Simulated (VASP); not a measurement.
Wanted: the native input for a VASP 6.6.1 run.

| Property | Result |
| --- | --- |
| Task | electric field gradients |
| Functional | PBE |
| Potentials or basis | VASP PAW PBE potentials, release 64 (Hf_pv, B) |
| Cutoff | 420 eV |
| k mesh | 13 × 13 × 11 |
| Occupations | fermi-dirac, width 0.05 eV |
| Spin | no spin polarisation |
| Dipole correction | no |
| Further INCAR settings | ALGO = Normal; EDIFF = 1e-08; NBANDS = 15 |

The structure of HfB2 lies in POSCAR:

```
HfB2
1.0
    3.1714001015      0.0000000000      0.0000000000
   -1.5857000508      2.7465130534      0.0000000000
    0.0000000000      0.0000000000      3.4800000000
Hf B
1 2
Direct
    0.0000000000      0.0000000000      0.0000000000
    0.3333333333      0.6666666667      0.5000000000
    0.6666666667      0.3333333333      0.5000000000
```

This cell differs from its parent crystal: equal xx and yy strain of +1 %.

These files were run (other wordings do the same):

INCAR

```
SYSTEM = HfB2
PREC     = Accurate       ! precision mode
ENCUT    = 420            ! plane-wave cutoff, eV
EDIFF    = 1E-8           ! SCF threshold, eV
ISMEAR   = -1             ! smearing method
SIGMA    = 0.05           ! smearing width, eV
LREAL    = .False.        ! projectors in reciprocal space
LASPH    = .True.         ! aspherical terms in the spheres
NELM     = 120            ! most SCF steps
ALGO     = Normal         ! electronic algorithm
ISIF     = 2              ! what is computed and relaxed
LWAVE    = .False.        ! write WAVECAR
LCHARG   = .False.        ! write CHGCAR
GGA      = PE             ! functional
LEFG     = .True.       
NBANDS   = 15             ! bands
GGA_COMPAT= .False.
```

KPOINTS

```
regular mesh
0
Gamma
  13 13 11
  0 0 0
```

Potentials or basis: VASP PAW PBE potentials, release 64 (Hf_pv, B).

Launch:

```sh
$ cat potpaw_PBE.64/Hf_pv/POTCAR potpaw_PBE.64/B/POTCAR > POTCAR
$ mpirun -np 1 vasp_std > vasp.out
```

It gave:

```yaml
Pressure: -4.1 GPa
Band_gap_on_the_k_mesh: zero (band 8 reaches 8.05 eV, above the bottom of band 9 at 7.15 eV)
```

Caveat: the cell differs from its parent crystal (equal xx and yy strain of +1 %); without QUAD_EFG the Cq values of the log hold for a quadrupole moment of 1 mb, not for the nuclei; spin-orbit coupling is left out, which moves the levels of the heavy elements.

Wall time 14 s on 1 thread of Intel(R) Xeon(R) 6975P-C (Granite Rapids), with other jobs on the host, peak memory 0.16 GiB.
